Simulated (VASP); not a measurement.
# O2 in VASP: further runs

The runs below take O2 through single point, with PBEsol.

Everything below comes from runs of VASP 6.6.1. Logs are shortened: lines on timing, memory, paths and dates and some standing lists are left out, and cuts for length are marked.

## (1) The cell of the first run

The cell holds a molecule in a box, 2 atoms: a = 12.000 Å, b = 12.300 Å, c = 12.600 Å, α = 90.00°, β = 90.00°, γ = 90.00°.

## (2) Single point, PBEsol, collinear spin, ferromagnetic start

The input, INCAR:

```
SYSTEM = O
PREC     = Accurate       ! precision mode
ENCUT    = 520            ! plane-wave cutoff, eV
EDIFF    = 1E-6           ! SCF threshold, eV
ISMEAR   = -1             ! smearing method
SIGMA    = 0.01           ! smearing width, eV
LREAL    = .False.        ! projectors in reciprocal space
LASPH    = .True.         ! aspherical terms in the spheres
NELM     = 150            ! most SCF steps
ALGO     = Normal         ! electronic algorithm
ISIF     = 2              ! what is computed and relaxed
LWAVE    = .False.        ! write WAVECAR
LCHARG   = .False.        ! write CHGCAR
ISPIN    = 2              ! spin polarisation
MAGMOM   = 1 1            ! initial moments
LORBIT   = 11             ! projections on sites
GGA      = PS             ! functional
NBANDS   = 17             ! bands
```

The input, KPOINTS:

```
Automatic mesh
0
Gamma
  1 1 1
  0 0 0
```

The input, POSCAR:

```
O
1.0
   12.0000000000      0.0000000000      0.0000000000
    0.0000000000     12.3000000000      0.0000000000
    0.0000000000      0.0000000000     12.6000000000
O
2
Direct
    0.5000000000      0.5000000000      0.4519808754
    0.5000000000      0.5000000000      0.5480191246
```

Potentials or basis: VASP PAW PBE potentials, release 64 (O).

Launch:

```console
> cat potpaw_PBE.64/O/POTCAR > POTCAR
> mpirun -np 1 vasp_gam > vasp.out
```

OUTCAR:

```text
SYSTEM = O
   PREC = Accurate
   ENCUT = 520
   EDIFF = 1E-6
   ISMEAR = -1
   LREAL = .False.
   LASPH = .True.
   NELM = 150
   ISIF = 2
   ISPIN = 2
   LORBIT = 11
   GGA = PS

 ion  position               nearest neighbor table
   1  0.500  0.500  0.452-   2 1.21
   2  0.500  0.500  0.548-   1 1.21

  LATTYP: Found a simple orthorhombic cell.
 ALAT       =    12.0000000000
 B/A-ratio  =     1.0250000000
 C/A-ratio  =     1.0500000000

  Lattice vectors:

 A1 = (  12.0000000000,   0.0000000000,   0.0000000000)
 A2 = (   0.0000000000,  12.3000000000,   0.0000000000)
 A3 = (   0.0000000000,   0.0000000000,  12.6000000000)

Analysis of symmetry for initial positions (statically):
=====================================================================
 Subroutine PRICEL returns:
 Original cell was already a primitive cell.

 Routine SETGRP: Setting up the symmetry group for a
 simple orthorhombic supercell.

 Subroutine GETGRP returns: Found  8 space group operations
 (whereof  8 operations were pure point group operations)
 out of a pool of  8 trial point group operations.

The static configuration has the point symmetry D_2h.

Analysis of symmetry for dynamics (positions and initial velocities):
=====================================================================
 Subroutine PRICEL returns:
 Original cell was already a primitive cell.

 Routine SETGRP: Setting up the symmetry group for a
 simple orthorhombic supercell.

 Subroutine GETGRP returns: Found  8 space group operations
 (whereof  8 operations were pure point group operations)
 out of a pool of  8 trial point group operations.

The dynamic configuration has the point symmetry D_2h.

Analysis of structural, dynamic, and magnetic symmetry:
=====================================================================
 Subroutine PRICEL returns:
 Original cell was already a primitive cell.

 Routine SETGRP: Setting up the symmetry group for a
 simple orthorhombic supercell.

 Subroutine GETGRP returns: Found  8 space group operations
 (whereof  8 operations were pure point group operations)
 out of a pool of  8 trial point group operations.

The overall configuration has the point symmetry D_2h.

 Subroutine INISYM returns: Found  8 space group operations
 (whereof  8 operations are pure point group operations),
 and found     1 'primitive' translations

----------------------------------------------------------------------------------------

                                     Primitive cell

  volume of cell :    1859.7600

  direct lattice vectors                    reciprocal lattice vectors
    12.000000000  0.000000000  0.000000000     0.083333333  0.000000000  0.000000000
     0.000000000 12.300000000  0.000000000     0.000000000  0.081300813  0.000000000
     0.000000000  0.000000000 12.600000000     0.000000000  0.000000000  0.079365079

  length of vectors
    12.000000000 12.300000000 12.600000000     0.083333333  0.081300813  0.079365079

  position of ions in fractional coordinates (direct lattice)
     0.500000000  0.500000000  0.451980875
     0.500000000  0.500000000  0.548019125

  ion indices of the primitive-cell ions
   primitive index   ion index
                 1           1
                 2           2

----------------------------------------------------------------------------------------

 KPOINTS: Automatic mesh

Automatic generation of k-mesh.
 Grid dimensions read from file:
 generate k-points for:    1    1    1

 Generating k-lattice:

  Cartesian coordinates                     Fractional coordinates (reciprocal lattice)
     0.083333333  0.000000000  0.000000000     1.000000000  0.000000000  0.000000000
     0.000000000  0.081300813  0.000000000     0.000000000  1.000000000  0.000000000
     0.000000000  0.000000000  0.079365079     0.000000000  0.000000000  1.000000000

  Length of vectors
     0.083333333  0.081300813  0.079365079

  Shift w.r.t. Gamma in fractional coordinates (k-lattice)
     0.000000000  0.000000000  0.000000000

 Subroutine IBZKPT returns following result:
 ===========================================

 Found      1 irreducible k-points:

 Following reciprocal coordinates:
            Coordinates               Weight
  0.000000  0.000000  0.000000      1.000000
   k-points           NKPTS =      1   k-points in BZ     NKDIM =      1   number of bands    NBANDS=     17
   number of dos      NEDOS =    301   number of ions     NIONS =      2
   total plane-waves  NPLWV = 829440
   dimension x,y,z NGX =    90 NGY =   96 NGZ =   96
   dimension x,y,z NGXF=   180 NGYF=  192 NGZF=  192
   ions per type =               2
   NGX,Y,Z   is equivalent  to a cutoff of  12.47, 12.98, 12.67 a.u.
   NGXF,Y,Z  is equivalent  to a cutoff of  24.94, 25.95, 25.33 a.u.
 SYSTEM =  O
   PREC   = accura    normal or accurate (medium, high low for compatibility)
   ISTART =      0    job   : 0-new  1-cont  2-samecut
   ICHARG =      2    charge: 1-file 2-atom 10-const
   ISPIN  =      2    spin polarized calculation?
   LNONCOLLINEAR =      F non collinear calculations
   LSORBIT =      F    spin-orbit coupling
   LASPH  =      T    aspherical Exc in radial PAW
   ENCUT  =  520.0 eV  38.22 Ry    6.18 a.u.  22.31 22.87 23.43*2*pi/ulx,y,z
   NELM   =    150;   NELMIN=  2; NELMDL= -5     # of ELM steps
   EDIFF  = 0.1E-05   stopping-criterion for ELM
   LREAL  =      F    real-space projection
   EDIFFG = 0.1E-04   stopping-criterion for IOM
   NSW    =      0    number of steps for IOM
   IBRION =     -1    ionic relax: 0-MD 1-quasi-New 2-CG
   NFREE  =      0    steps in history (QN), initial steepest desc. (CG)
   ISIF   =      2    stress and relaxation
   ISYM   =      2    0-nonsym 1-usesym 2-fastsym
   POTIM  = 0.5000    time-step for ionic-motion
   TEBEG  =    0.0;   TEEND  =   0.0 temperature during run
   PSTRESS=    0.0 pullay stress
   NELECT =      12.0000    total number of electrons
   NUPDOWN=      -1.0000    fix difference up-down
   EMIN   =  10.00;   EMAX   =-10.00  energy-range for DOS
   EFERMI =   0.00;   METHOD = LEGACY
   ISMEAR =    -1;   SIGMA  =   0.01  broadening in eV -4-tet -1-fermi 0-gaus
   EFERMI_NEDOS =   21; number of points for ismear=-14 and -15
   IALGO  =     38    algorithm
   IMIX   =      4    mixing-type and parameters
     AMIX     =   0.40;   BMIX     =  1.00
     AMIX_MAG =   1.60;   BMIX_MAG =  1.00
  volume/ion in A,a.u.               =     929.88      6275.14
  Fermi-wavevector in a.u.,A,eV,Ry     =   0.304778  0.575946  1.263836  0.092889
  Thomas-Fermi vector in A             =   1.177187
   LORBIT       =     11    0 simple, 1 ext, 2 COOP (PROOUT), +10 PAW based schemes
   GGA     = PS    functional components
   LHFCALC =     F    Hartree Fock is set to
   AEXX    =    0.0000 exact exchange contribution
   IVDW    =     0    specifies the selected vdW correction
   LEPSILON=     F    determine dielectric tensor
   LRPA    =     F    only Hartree local field effects (RPA)
 spin polarized calculation
  energy-cutoff  :      520.00
  volume of cell :     1859.76
 maximum number of plane-waves:     25042
 NGX is ok and might be reduce to    90
   NGX = 45   NGY = 45   NGZ = 47

 number of electron      11.9999999 magnetization       1.9999999

 Free energy of the ion-electron system (eV)
  ---------------------------------------------------
  ext. energy  EPLUGINS =         0.00000000
  ---------------------------------------------------
  free energy    TOTEN  =       -10.26641938 eV

  energy without entropy =      -10.26641938  energy(sigma->0) =      -10.26641938

 E-fermi :  -6.4120     XC(G=0):  -0.3049

 val. band max:       -6.7163683715   @ k =   0.0000   0.0000   0.0000
 cond. band min:      -4.4530299367   @ k =   0.0000   0.0000   0.0000
 fundamental gap:      2.2633384348
 Fermi energy:        -6.4119737798

 spin component 1

 k-point     1 :       0.0000    0.0000    0.0000
  band No.  band energies     occupation
      1     -32.9537      1.00000
      2     -20.3006      1.00000
      3     -13.4674      1.00000
      4     -13.4674      1.00000
      5     -13.4535      1.00000
      6      -6.7164      1.00000
      7      -6.7164      1.00000
      8      -0.2082      0.00000
      9       0.6176      0.00000
     10       0.6566      0.00000
     11       0.7871      0.00000
     12       0.8270      0.00000
     13       0.9608      0.00000
     14       1.0251      0.00000
     15       1.5025      0.00000
     16       1.6851      0.00000
     17       1.7081      0.00000
 Fermi energy:        -6.4119737798

 spin component 2

 k-point     1 :       0.0000    0.0000    0.0000
  band No.  band energies     occupation
      1     -31.7056      1.00000
      2     -18.5202      1.00000
      3     -12.4229      1.00000
      4     -11.6304      1.00000
      5     -11.6304      1.00000
      6      -4.4530      0.00000
      7      -4.4530      0.00000
      8      -0.1258      0.00000
      9       0.7283      0.00000
     10       0.7622      0.00000
     11       0.8630      0.00000
     12       0.9064      0.00000
     13       0.9798      0.00000
     14       1.0440      0.00000
     15       1.6134      0.00000
     16       1.7410      0.00000
     17       1.7660      0.00000

------------------------ aborting loop because EDIFF is reached ----------------------------------------

  FORCE on cell =-STRESS in cart. coord.  units (eV):
  Direction    XX          YY          ZZ          XY          YZ          ZX
  --------------------------------------------------------------------------------------
  -------------------------------------------------------------------------------------
  Total       -0.0740157     -0.0737480      1.5848105      0.0000000      0.0000000      0.0000000
  in kB       -0.0637643     -0.0635336      1.3653092      0.0000000      0.0000000      0.0000000
  external PRESSURE =       0.4126704 kB  Pullay stress =       0.0000000 kB

 VOLUME and BASIS-vectors are now :
 -----------------------------------------------------------------------------
  energy-cutoff  :      520.00
  volume of cell :     1859.76
      direct lattice vectors                 reciprocal lattice vectors
    12.000000000  0.000000000  0.000000000     0.083333333  0.000000000  0.000000000
     0.000000000 12.300000000  0.000000000     0.000000000  0.081300813  0.000000000
     0.000000000  0.000000000 12.600000000     0.000000000  0.000000000  0.079365079

 POSITION                                       TOTAL-FORCE (eV/Angst)
 -----------------------------------------------------------------------------------
      6.00000      6.15000      5.69496         0.000000      0.000000     -1.374964
      6.00000      6.15000      6.90504         0.000000      0.000000      1.374964
 -----------------------------------------------------------------------------------
    total drift:                                0.000000     -0.000000      0.000000

  FREE ENERGIE OF THE ION-ELECTRON SYSTEM (eV)
  ---------------------------------------------------
  free  energy   TOTEN  =       -10.2664193813 eV

  energy  without entropy=      -10.2664193813  energy(sigma->0) =      -10.26641938

 total charge

# of ion       s       p       d       tot
------------------------------------------
    1        1.609   3.308   0.000   4.917
    2        1.609   3.308   0.000   4.917
--------------------------------------------------
tot          3.218   6.615   0.000   9.833

 magnetization (x)

# of ion       s       p       d       tot
------------------------------------------
    1        0.009   0.797   0.000   0.806
    2        0.009   0.797   0.000   0.806
--------------------------------------------------
tot          0.018   1.594   0.000   1.612
```

It took 8.6 min on 1 thread of Intel Xeon 8259CL, shared host; peak memory 1.8 GiB.

Results:

* Free energy: -10.2664 eV
* Largest force: 1.375 eV/Å
* Gap between the frontier levels: 2.26 eV
* Net moment: 2.00 μB per cell
* Site moments: O +0.81 μB
* Valence electrons inside the program's atomic spheres: O 4.92

Forces in eV/Å, atoms in the order of the input:
```
O    0.000  0.000 -1.375
O    0.000  0.000  1.375
```

Levels at points of the mesh, in eV from the valence-band top:
Spin up:
| k point | band 4 | band 5 | band 6 | band 7 | band 8 | band 9 | band 10 | band 11 |
| --- | --- | --- | --- | --- | --- | --- | --- | --- |
| (0.00, 0.00, 0.00) | -6.75 | -6.74 | 0.00 | 0.00 | 6.51 | 7.33 | 7.37 | 7.50 |
Spin down:
```tsv
k point	band 3	band 4	band 5	band 6	band 7	band 8
(0.00, 0.00, 0.00)	-5.71	-4.91	-4.91	2.26	2.26	6.59
```

Caveat: the standard files for N, O and F lose accuracy on very short bonds; the PAW data sets were made with another functional, which shifts forces and pressure a little.

## (3) Single point, PBEsol, collinear spin, ferromagnetic start

The input, INCAR:

```
PREC = Accurate ; ENCUT = 520
EDIFF = 1E-7 ; ISMEAR = -1
SIGMA = 0.01 ; LREAL = False
LASPH = True ; NELM = 150
ALGO = Normal ; ISIF = 2
LWAVE = False ; LCHARG = False
ISPIN = 2 ; MAGMOM = 0.551 0.551
LORBIT = 11 ; GGA = PS
NBANDS = 17
```

The input, KPOINTS:

```
Automatic mesh
0
Gamma
  1 1 1
```

POSCAR is that of step 2.

Potentials or basis: VASP PAW PBE potentials, release 64 (O).

Launch:

```console
> cat potpaw_PBE.64/O/POTCAR > POTCAR
> mpirun -np 1 vasp_gam > vasp.out
```

Wall time 11 min (1 thread of Intel Xeon 8259CL, shared host); peak memory 1.8 GiB.

The run converged. Its results:

| Quantity | Value |
| --- | --- |
| Free energy | -10.2664 eV |
| Largest force | 1.375 eV/Å |
| Gap between the frontier levels | 2.26 eV |
| Net moment | 2.00 μB per cell |
| Site moments | O +0.81 μB |
| Valence electrons inside the program's atomic spheres | O 4.92 |

Forces on the atoms (eV/Å):
```
O    0.000  0.000 -1.375
O    0.000  0.000  1.375
```

Levels at points of the mesh, in eV from the valence-band top:
Spin up:
| k point | band 4 | band 5 | band 6 | band 7 | band 8 | band 9 | band 10 | band 11 |
| --- | --- | --- | --- | --- | --- | --- | --- | --- |
| (0.00, 0.00, 0.00) | -6.75 | -6.74 | 0.00 | 0.00 | 6.51 | 7.33 | 7.39 | 7.50 |
Spin down:
```csv
k point,band 2,band 3,band 4,band 5,band 6,band 7,band 8,band 9
"(0.00, 0.00, 0.00)",-11.80,-5.71,-4.91,-4.91,2.26,2.26,6.60,7.47
```

Caveat: the standard files for N, O and F lose accuracy on very short bonds; the PAW data sets were made with another functional, which shifts forces and pressure a little.

## (4) Single point, PBEsol, non-collinear spin, typed start, spin-orbit coupling

The input, INCAR:

```
SYSTEM = O
PREC     = Accurate       ! precision mode
ENCUT    = 520            ! plane-wave cutoff, eV
EDIFF    = 1E-6           ! SCF threshold, eV
ISMEAR   = -1             ! smearing method
SIGMA    = 0.01           ! smearing width, eV
LREAL    = .FALSE.        ! projectors in reciprocal space
LASPH    = .TRUE.         ! aspherical terms in the spheres
NELM     = 150            ! most SCF steps
ALGO     = Normal         ! electronic algorithm
ISIF     = 2              ! what is computed and relaxed
LWAVE    = .FALSE.        ! write WAVECAR
LCHARG   = .FALSE.        ! write CHGCAR
MAGMOM   = 0 0 0.551 0 0 0.551 ! initial moments
LORBIT   = 11             ! projections on sites
LSORBIT  = .TRUE.         ! spin-orbit coupling
GGA_COMPAT= .FALSE.      
LORBMOM  = .TRUE.       
GGA      = PS             ! functional
NBANDS   = 24             ! bands
```

The input, KPOINTS:

```
Automatic mesh
0
G
  1 1 1
  0 0 0
```

POSCAR is that of step 3.

Launch:

```console
> cat potpaw_PBE.64/O/POTCAR > POTCAR
> mpirun -np 1 vasp_ncl > vasp.out
```

Run time: 43 min. Hardware: 1 thread of Intel Xeon 8259CL, shared host; peak memory 4.3 GiB.

Results (log left out):

```yaml
Free_energy: -10.2670 eV
Largest_force: 1.375 eV/Å
Net_moment: 2.00 μB per cell
Valence_electrons_inside_the_program's_atomic_spheres: O 4.92
```

Forces on the atoms (eV/Å):
```
O    0.000  0.000 -1.375
O    0.000  0.000  1.375
```

Moments on the atoms (μB; x, y, z):
```
O   0.00 0.00 0.81
O   0.00 0.00 0.81
```

Caveat: the standard files for N, O and F lose accuracy on very short bonds; the PAW data sets were made with another functional, which shifts forces and pressure a little.
